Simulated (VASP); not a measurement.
# ZnS (P6_3mc) in VASP: notebook

The runs below take ZnS through single point, with PBE.

All numbers are computed with VASP 6.6.1; they aren't measurements. Logs are shortened: lines on timing, memory, paths and dates and some standing lists are left out, and cuts for length are marked.

### Step 1. The cell of the first run

It takes space group P6_3mc (No. 186, hexagonal). Conventional cell: a = 3.659 Å, b = 3.659 Å, c = 6.483 Å, α = 90.00°, β = 90.00°, γ = 120.00°. Within 3.0 Å of Zn (site symmetry 3m) lie 4 S at 2.24 to 2.50 Å. S (site symmetry 3m) has 4 Zn at 2.24 to 2.50 Å within 3.0 Å.

### Step 2. Single point, PBE (strain -0.040 along x and y, +0.040 along z)

File INCAR:

```
SYSTEM = ZnS
PREC = Accurate
ENCUT = 520
EDIFF = 1E-7
ISMEAR = 0
SIGMA = 0.05
LREAL = .False.
LASPH = .True.
NELM = 60
ALGO = Normal
ISIF = 2
LWAVE = .False.
LCHARG = .False.
GGA = PE
NBANDS = 26
```

File KPOINTS:

```
Automatic mesh
0
Gamma
  12 12 6
  0 0 0
```

File POSCAR:

```
ZnS
1.0
    3.6585588303      0.0000000000      0.0000000000
   -1.8292794152      3.1684048883      0.0000000000
    0.0000000000      0.0000000000      6.4833600000
Zn S
2 2
Direct
    0.3333333333      0.6666666667      0.0000000000
    0.6666666667      0.3333333333      0.5000000000
    0.3333333333      0.6666666667      0.3850000000
    0.6666666667      0.3333333333      0.8850000000
```

Potentials or basis: VASP PAW PBE potentials, release 64 (Zn, S).

Started as:

```
$ cat potpaw_PBE.64/Zn/POTCAR potpaw_PBE.64/S/POTCAR > POTCAR
$ mpirun -np 1 vasp_std > vasp.out
```

OUTCAR:

```text
SYSTEM = ZnS
   PREC = Accurate
   ENCUT = 520
   EDIFF = 1E-7
   ISMEAR = 0
   LREAL = .False.
   LASPH = .True.
   NELM = 60
   ISIF = 2
   GGA = PE

 ion  position               nearest neighbor table
   1  0.333  0.667  0.000-   4 2.24   4 2.24   4 2.24   3 2.50
   2  0.667  0.333  0.500-   3 2.24   3 2.24   3 2.24   4 2.50
   3  0.333  0.667  0.385-   2 2.24   2 2.24   2 2.24   1 2.50
   4  0.667  0.333  0.885-   1 2.24   1 2.24   1 2.24   2 2.50

  LATTYP: Found a hexagonal cell.
 ALAT       =     3.6585588303
 C/A-ratio  =     1.7721076251

  Lattice vectors:

 A1 = (   3.6585588303,   0.0000000000,   0.0000000000)
 A2 = (  -1.8292794152,   3.1684048883,   0.0000000000)
 A3 = (   0.0000000000,   0.0000000000,   6.4833600000)

Analysis of symmetry for initial positions (statically):
=====================================================================
 Subroutine PRICEL returns:
 Original cell was already a primitive cell.

 Routine SETGRP: Setting up the symmetry group for a
 hexagonal supercell.

 Subroutine GETGRP returns: Found 12 space group operations
 (whereof  6 operations were pure point group operations)
 out of a pool of 24 trial point group operations.

The static configuration has the point symmetry C_3v.
 The point group associated with its full space group is C_6v.

Analysis of symmetry for dynamics (positions and initial velocities):
=====================================================================
 Subroutine PRICEL returns:
 Original cell was already a primitive cell.

 Routine SETGRP: Setting up the symmetry group for a
 hexagonal supercell.

 Subroutine GETGRP returns: Found 12 space group operations
 (whereof  6 operations were pure point group operations)
 out of a pool of 24 trial point group operations.

The dynamic configuration has the point symmetry C_3v.
 The point group associated with its full space group is C_6v.

 Subroutine INISYM returns: Found 12 space group operations
 (whereof  6 operations are pure point group operations),
 and found     1 'primitive' translations

----------------------------------------------------------------------------------------

                                     Primitive cell

  volume of cell :      75.1538

  direct lattice vectors                    reciprocal lattice vectors
[... 83 lines left out ...]
   ISTART =      0    job   : 0-new  1-cont  2-samecut
   ICHARG =      2    charge: 1-file 2-atom 10-const
   ISPIN  =      1    spin polarized calculation?
   LNONCOLLINEAR =      F non collinear calculations
   LSORBIT =      F    spin-orbit coupling
   LASPH  =      T    aspherical Exc in radial PAW
   ENCUT  =  520.0 eV  38.22 Ry    6.18 a.u.   6.80  6.80 12.05*2*pi/ulx,y,z
   NELM   =     60;   NELMIN=  2; NELMDL= -5     # of ELM steps
   EDIFF  = 0.1E-06   stopping-criterion for ELM
   LREAL  =      F    real-space projection
   EDIFFG = 0.1E-05   stopping-criterion for IOM
   NSW    =      0    number of steps for IOM
   IBRION =     -1    ionic relax: 0-MD 1-quasi-New 2-CG
   NFREE  =      0    steps in history (QN), initial steepest desc. (CG)
   ISIF   =      2    stress and relaxation
   ISYM   =      2    0-nonsym 1-usesym 2-fastsym
   POTIM  = 0.5000    time-step for ionic-motion
   TEBEG  =    0.0;   TEEND  =   0.0 temperature during run
   PSTRESS=    0.0 pullay stress
   NELECT =      36.0000    total number of electrons
   NUPDOWN=      -1.0000    fix difference up-down
   EMIN   =  10.00;   EMAX   =-10.00  energy-range for DOS
   EFERMI =   0.00;   METHOD = LEGACY
   ISMEAR =     0;   SIGMA  =   0.05  broadening in eV -4-tet -1-fermi 0-gaus
   EFERMI_NEDOS =   21; number of points for ismear=-14 and -15
   IALGO  =     38    algorithm
   IMIX   =      4    mixing-type and parameters
     AMIX     =   0.40;   BMIX     =  1.00
     AMIX_MAG =   1.60;   BMIX_MAG =  1.00
  volume/ion in A,a.u.               =      18.79       126.79
  Fermi-wavevector in a.u.,A,eV,Ry     =   1.280930  2.420607 22.324188  1.640782
  Thomas-Fermi vector in A             =   2.413329
   LORBIT       =      0    0 simple, 1 ext, 2 COOP (PROOUT), +10 PAW based schemes
   GGA     = PE    functional components
   LHFCALC =     F    Hartree Fock is set to
   AEXX    =    0.0000 exact exchange contribution
   IVDW    =     0    specifies the selected vdW correction
   LEPSILON=     F    determine dielectric tensor
   LRPA    =     F    only Hartree local field effects (RPA)
 non-spin polarized calculation
 Gauss-broadening in eV      SIGMA  =   0.05
  energy-cutoff  :      520.00
  volume of cell :       75.15
 maximum number of plane-waves:      2040
 NGX is ok and might be reduce to    28
   NGX = 13   NGY = 13   NGZ = 25

 number of electron      36.0000035 magnetization

 Free energy of the ion-electron system (eV)
  ---------------------------------------------------
  ext. energy  EPLUGINS =         0.00000000
  ---------------------------------------------------
  free energy    TOTEN  =       -13.35460348 eV

  energy without entropy =      -13.35460348  energy(sigma->0) =      -13.35460348

 E-fermi :   2.9654     XC(G=0):  -9.8477

 val. band max:        2.6856381874   @ k =   0.0000   0.0000   0.0000
 cond. band min:       4.8857629001   @ k =   0.0000   0.0000   0.0000
 fundamental gap:      2.2001247127
 Fermi energy:         2.9653520320

 k-point     1 :       0.0000    0.0000    0.0000
  band No.  band energies     occupation
      1     -10.9742      2.00000
      2     -10.1741      2.00000
      3      -4.0615      2.00000
      4      -4.0615      2.00000
      5      -4.0090      2.00000
      6      -4.0090      2.00000
[... 685 lines left out ...]
     25      11.5358      0.00000
     26      12.8907      0.00000

 [... further k-points ...]
[... 5 lines left out ...]
  --------------------------------------------------------------------------------------
  -------------------------------------------------------------------------------------
  Total        5.8327680      5.8327680     -0.6632359     -0.0000000      0.0000000      0.0000000
  in kB      124.3467470    124.3467470    -14.1392955     -0.0000000      0.0000000      0.0000000
  external PRESSURE =      78.1847329 kB  Pullay stress =       0.0000000 kB

 VOLUME and BASIS-vectors are now :
 -----------------------------------------------------------------------------
  energy-cutoff  :      520.00
  volume of cell :       75.15
      direct lattice vectors                 reciprocal lattice vectors
     3.658558830  0.000000000  0.000000000     0.273331671  0.157808114  0.000000000
    -1.829279415  3.168404888  0.000000000     0.000000000  0.315616228  0.000000000
     0.000000000  0.000000000  6.483360000     0.000000000  0.000000000  0.154241011

 POSITION                                       TOTAL-FORCE (eV/Angst)
 -----------------------------------------------------------------------------------
     -0.00000      2.11227      0.00000         0.000000     -0.000000      0.791239
      1.82928      1.05613      3.24168        -0.000000      0.000000      0.791239
     -0.00000      2.11227      2.49609        -0.000000      0.000000     -0.791239
      1.82928      1.05613      5.73777         0.000000     -0.000000     -0.791239
 -----------------------------------------------------------------------------------
    total drift:                               -0.000000     -0.000000     -0.000578

  FREE ENERGIE OF THE ION-ELECTRON SYSTEM (eV)
  ---------------------------------------------------
  free  energy   TOTEN  =       -13.3546034827 eV

  energy  without entropy=      -13.3546034827  energy(sigma->0) =      -13.35460348
```

stdout:

```text
POSCAR found type information on POSCAR ZnS
 POSCAR found :  2 types and       4 ions
 scaLAPACK will be used
 LDA part: xc-table for (Slater+PW92), standard interpolation
 POSCAR, INCAR and KPOINTS ok, starting setup
 FFT: planning ... GRIDC
 FFT: planning ... GRID_SOFT
 FFT: planning ... GRID
 WAVECAR not read
 entering main loop
```

It took 2.8 min on 1 thread of Intel Xeon 8259CL, shared host; peak memory 0.27 GiB.

Results:

```
Free energy            : -13.3546 eV
Pressure               : 7.8 GPa
Largest force          : 0.791 eV/Å
Band gap on the k mesh : 2.20 eV
```

Forces on the atoms (eV/Å):
```
Zn   0.000  0.000  0.791
Zn   0.000  0.000  0.791
S    0.000  0.000 -0.791
S    0.000  0.000 -0.791
```

Levels at points of the mesh, in eV from the valence-band top:
| k point | band 14 | band 15 | band 16 | band 17 | band 18 | band 19 | band 20 | band 21 | band 22 | band 23 |
| --- | --- | --- | --- | --- | --- | --- | --- | --- | --- | --- |
| (0.00, 0.00, 0.00) | -0.69 | -0.69 | -0.39 | 0.00 | 0.00 | 2.20 | 3.59 | 5.86 | 6.53 | 6.53 |
| (0.50, 0.00, 0.00) | -4.72 | -3.36 | -2.26 | -1.77 | -1.21 | 3.82 | 4.02 | 4.78 | 6.64 | 7.30 |
| (0.00, 0.00, 0.50) | -3.21 | -0.36 | -0.36 | -0.36 | -0.36 | 3.89 | 3.89 | 6.41 | 6.41 | 6.93 |
| (0.50, 0.00, 0.50) | -5.27 | -1.94 | -1.94 | -1.77 | -1.77 | 3.36 | 3.36 | 4.93 | 4.93 | 9.03 |

Caveat: the cell differs from its parent crystal (strain -0.040 along x and y, +0.040 along z); the cell stands under pressure. A k mesh can miss the band edges.

### Step 3. Single point, PBE (strain +0.000 along x and y, -0.040 along z)

File INCAR:

```
SYSTEM = ZnS
PREC = Accurate
ENCUT = 520
EDIFF = 1E-7
ISMEAR = 0
SIGMA = 0.05
LREAL = .False.
LASPH = .True.
NELM = 80
ALGO = Normal
ISIF = 2
LWAVE = .False.
LCHARG = .True.
GGA = PE
LELF = .True.
LVHAR = .True.
NBANDS = 26
```

File KPOINTS:

```
regular mesh
0
Gamma
  12 12 6
  0 0 0
```

File POSCAR:

```
ZnS
1.0
    3.8109987816      0.0000000000      0.0000000000
   -1.9054993908      3.3004217586      0.0000000000
    0.0000000000      0.0000000000      5.9846400000
Zn S
2 2
Direct
    0.3333333333      0.6666666667      0.0000000000
    0.6666666667      0.3333333333      0.5000000000
    0.3333333333      0.6666666667      0.3850000000
    0.6666666667      0.3333333333      0.8850000000
```

Potentials or basis: VASP PAW PBE potentials, release 64 (Zn, S).

Started as:

```
$ cat potpaw_PBE.64/Zn/POTCAR potpaw_PBE.64/S/POTCAR > POTCAR
$ mpirun -np 1 vasp_std > vasp.out
```

Wall time 2.7 min (1 thread of Intel Xeon 8259CL, shared host); peak memory 0.27 GiB.

It converged, with:

```yaml
Free_energy: -13.5647 eV
Pressure: 5.9 GPa
Largest_force: 0.054 eV/Å
Band_gap_on_the_k_mesh: 2.38 eV
```

Forces on the atoms (eV/Å):
```
Zn   0.000  0.000  0.054
Zn   0.000  0.000  0.054
S    0.000  0.000 -0.054
S    0.000  0.000 -0.054
```

Stress tensor (GPa, compression positive):
```
4.64 0.00 0.00
0.00 4.64 0.00
0.00 0.00 8.46
```

Levels at points of the mesh, in eV from the valence-band top:
| k point | band 14 | band 15 | band 16 | band 17 | band 18 | band 19 | band 20 | band 21 | band 22 | band 23 |
| --- | --- | --- | --- | --- | --- | --- | --- | --- | --- | --- |
| (0.00, 0.00, 0.00) | -1.16 | -1.16 | -0.12 | -0.12 | 0.00 | 2.38 | 2.69 | 6.02 | 6.02 | 6.99 |
| (0.50, 0.00, 0.00) | -4.33 | -3.47 | -2.60 | -1.77 | -1.07 | 3.32 | 4.36 | 5.26 | 6.91 | 7.90 |
| (0.00, 0.00, 0.50) | -2.82 | -0.66 | -0.66 | -0.66 | -0.66 | 3.40 | 3.40 | 6.47 | 6.47 | 6.47 |
| (0.50, 0.00, 0.50) | -5.14 | -1.89 | -1.89 | -1.58 | -1.58 | 3.60 | 3.60 | 5.16 | 5.16 | 8.95 |

Caveat: the cell differs from its parent crystal (strain +0.000 along x and y, -0.040 along z); the cell stands under pressure.

### Step 4. Single point, PBE (strain -0.040 along x and y, +0.080 along z)

File INCAR:

```
SYSTEM = ZnS
ALGO     = Normal         ! electronic algorithm
EDIFF    = 1E-6           ! SCF threshold, eV
ENCUT    = 520            ! plane-wave cutoff, eV
GGA      = PE             ! functional
ISIF     = 2              ! what is computed and relaxed
ISMEAR   = 0              ! smearing method
LASPH    = .TRUE.         ! aspherical terms in the spheres
LCHARG   = .FALSE.        ! write CHGCAR
LREAL    = .FALSE.        ! projectors in reciprocal space
LWAVE    = .FALSE.        ! write WAVECAR
NBANDS   = 26             ! bands
NELM     = 60             ! most SCF steps
PREC     = Accurate       ! precision mode
SIGMA    = 0.05           ! smearing width, eV
```

File KPOINTS:

```
k-points
0
G
  12 12 6
  0 0 0
```

File POSCAR:

```
ZnS
1.0
    3.6585588303      0.0000000000      0.0000000000
   -1.8292794152      3.1684048883      0.0000000000
    0.0000000000      0.0000000000      6.7327200000
Zn S
2 2
Direct
    0.3333333333      0.6666666667      0.0000000000
    0.6666666667      0.3333333333      0.5000000000
    0.3333333333      0.6666666667      0.3850000000
    0.6666666667      0.3333333333      0.8850000000
```

Potentials or basis: VASP PAW PBE potentials, release 64 (Zn, S).

Started as:

```
$ cat potpaw_PBE.64/Zn/POTCAR potpaw_PBE.64/S/POTCAR > POTCAR
$ mpirun -np 1 vasp_std > vasp.out
```

OUTCAR:

```text
SYSTEM = ZnS
   EDIFF = 1E-6
   ENCUT = 520
   GGA = PE
   ISIF = 2
   ISMEAR = 0
   LASPH = .TRUE.
   LREAL = .FALSE.
   NELM = 60
   PREC = Accurate

 ion  position               nearest neighbor table
   1  0.333  0.667  0.000-   4 2.25   4 2.25   4 2.25   3 2.59
   2  0.667  0.333  0.500-   3 2.25   3 2.25   3 2.25   4 2.59
   3  0.333  0.667  0.385-   2 2.25   2 2.25   2 2.25   1 2.59
   4  0.667  0.333  0.885-   1 2.25   1 2.25   1 2.25   2 2.59

  LATTYP: Found a hexagonal cell.
 ALAT       =     3.6585588303
 C/A-ratio  =     1.8402656107

  Lattice vectors:

 A1 = (   3.6585588303,   0.0000000000,   0.0000000000)
 A2 = (  -1.8292794152,   3.1684048883,   0.0000000000)
 A3 = (   0.0000000000,   0.0000000000,   6.7327200000)

Analysis of symmetry for initial positions (statically):
=====================================================================
 Subroutine PRICEL returns:
 Original cell was already a primitive cell.

 Routine SETGRP: Setting up the symmetry group for a
 hexagonal supercell.
[... 167 lines left out ...]
  ---------------------------------------------------
  ext. energy  EPLUGINS =         0.00000000
  ---------------------------------------------------
  free energy    TOTEN  =       -13.29579988 eV

  energy without entropy =      -13.29579988  energy(sigma->0) =      -13.29579988

 E-fermi :   2.6539     XC(G=0):  -9.6625

 val. band max:        2.3818114164   @ k =   0.0000   0.0000   0.0000
 cond. band min:       4.2770628118   @ k =   0.0000   0.0000   0.0000
 fundamental gap:      1.8952513954
 Fermi energy:         2.6539243891

 k-point     1 :       0.0000    0.0000    0.0000
  band No.  band energies     occupation
      1     -11.0932      2.00000
      2     -10.4341      2.00000
      3      -4.2971      2.00000
      4      -4.2971      2.00000
      5      -4.2539      2.00000
      6      -4.2539      2.00000
[... 685 lines left out ...]
     25      11.1668      0.00000
     26      12.5671      0.00000

 [... further k-points ...]
[... 5 lines left out ...]
  --------------------------------------------------------------------------------------
  -------------------------------------------------------------------------------------
  Total        5.2257255      5.2257255     -2.3978964     -0.0000000      0.0000000      0.0000000
  in kB      107.2792941    107.2792941    -49.2265879     -0.0000000      0.0000000      0.0000000
  external PRESSURE =      55.1106668 kB  Pullay stress =       0.0000000 kB

 VOLUME and BASIS-vectors are now :
 -----------------------------------------------------------------------------
  energy-cutoff  :      520.00
  volume of cell :       78.04
      direct lattice vectors                 reciprocal lattice vectors
     3.658558830  0.000000000  0.000000000     0.273331671  0.157808114  0.000000000
    -1.829279415  3.168404888  0.000000000     0.000000000  0.315616228  0.000000000
     0.000000000  0.000000000  6.732720000     0.000000000  0.000000000  0.148528381

 POSITION                                       TOTAL-FORCE (eV/Angst)
 -----------------------------------------------------------------------------------
     -0.00000      2.11227      0.00000         0.000000      0.000000      0.714091
      1.82928      1.05613      3.36636        -0.000000     -0.000000      0.714091
     -0.00000      2.11227      2.59210        -0.000000      0.000000     -0.714091
      1.82928      1.05613      5.95846         0.000000     -0.000000     -0.714091
 -----------------------------------------------------------------------------------
    total drift:                               -0.000000     -0.000000     -0.000107

  FREE ENERGIE OF THE ION-ELECTRON SYSTEM (eV)
  ---------------------------------------------------
  free  energy   TOTEN  =       -13.2957998786 eV

  energy  without entropy=      -13.2957998786  energy(sigma->0) =      -13.29579988
```

OSZICAR:

```text
N       E                     dE             d eps       ncg     rms          rms(c)
DAV:   1     0.246595635854E+03    0.24660E+03   -0.17041E+04  3952   0.168E+03
DAV:   2     0.110423440495E+02   -0.23555E+03   -0.22507E+03  4036   0.352E+02
DAV:   3    -0.136180698251E+02   -0.24660E+02   -0.24415E+02  4766   0.113E+02
DAV:   4    -0.142212686865E+02   -0.60320E+00   -0.60189E+00  4604   0.178E+01
DAV:   5    -0.142305540842E+02   -0.92854E-02   -0.92823E-02  4874   0.218E+00    0.108E+01
DAV:   6    -0.133111083719E+02    0.91945E+00   -0.17334E+00  6004   0.384E+01    0.818E+00
DAV:   7    -0.133055985703E+02    0.55098E-02   -0.14325E+00  4224   0.701E+00    0.344E+00
DAV:   8    -0.132953865567E+02    0.10212E-01   -0.45878E-02  4902   0.179E+00    0.103E+00
DAV:   9    -0.132954835687E+02   -0.97012E-04   -0.12609E-02  5348   0.131E+00    0.253E-01
DAV:  10    -0.132955998826E+02   -0.11631E-03   -0.68844E-04  4642   0.400E-01    0.989E-02
DAV:  11    -0.132957974455E+02   -0.19756E-03   -0.31756E-04  4134   0.165E-01    0.537E-02
DAV:  12    -0.132957961774E+02    0.12681E-05   -0.38962E-05  4978   0.819E-02    0.170E-02
DAV:  13    -0.132957978095E+02   -0.16321E-05   -0.49367E-06  4282   0.145E-02    0.179E-02
DAV:  14    -0.132957998962E+02   -0.20868E-05   -0.33709E-06  3692   0.843E-03    0.346E-03
DAV:  15    -0.132957998786E+02    0.17610E-07   -0.18930E-07  2970   0.550E-03
   1 F= -.13295800E+02 E0= -.13295800E+02  d E =-.895204E-17
```

stdout:

```text
POSCAR found type information on POSCAR ZnS
 POSCAR found :  2 types and       4 ions
 scaLAPACK will be used
 LDA part: xc-table for (Slater+PW92), standard interpolation
 POSCAR, INCAR and KPOINTS ok, starting setup
 FFT: planning ... GRIDC
 FFT: planning ... GRID_SOFT
 FFT: planning ... GRID
 WAVECAR not read
 entering main loop
```

It took 3.4 min on 1 thread of Intel Xeon 8259CL, shared host; peak memory 0.27 GiB.

What came out:

```yaml
Free_energy: -13.2958 eV
Pressure: 5.5 GPa
Largest_force: 0.714 eV/Å
Band_gap_on_the_k_mesh: 1.90 eV
```

Forces in eV/Å, atoms in the order of the input:
```
Zn   0.000  0.000  0.714
Zn   0.000  0.000  0.714
S    0.000  0.000 -0.714
S    0.000  0.000 -0.714
```

Stress tensor (GPa, compression positive):
```
10.73  0.00  0.00
 0.00 10.73  0.00
 0.00  0.00 -4.92
```

Levels at points of the mesh, in eV from the valence-band top:
```
           k point  band 14  band 15  band 16  band 17  band 18  band 19  band 20  band 21  band 22  band 23
(0.00, 0.00, 0.00)    -0.59    -0.56    -0.56     0.00     0.00     1.90     3.72     5.68     6.68     6.68
(0.50, 0.00, 0.00)    -4.71    -3.18    -2.07    -1.70    -1.22     3.71     3.95     4.69     6.09     7.38
(0.00, 0.00, 0.50)    -3.25    -0.29    -0.29    -0.29    -0.29     3.83     3.83     6.09     6.09     7.05
(0.50, 0.00, 0.50)    -5.17    -1.96    -1.96    -1.67    -1.67     3.21     3.21     4.91     4.91     8.80
```

Caveat: the cell differs from its parent crystal (strain -0.040 along x and y, +0.080 along z); the cell stands under pressure.

[end of part 1 of 2]
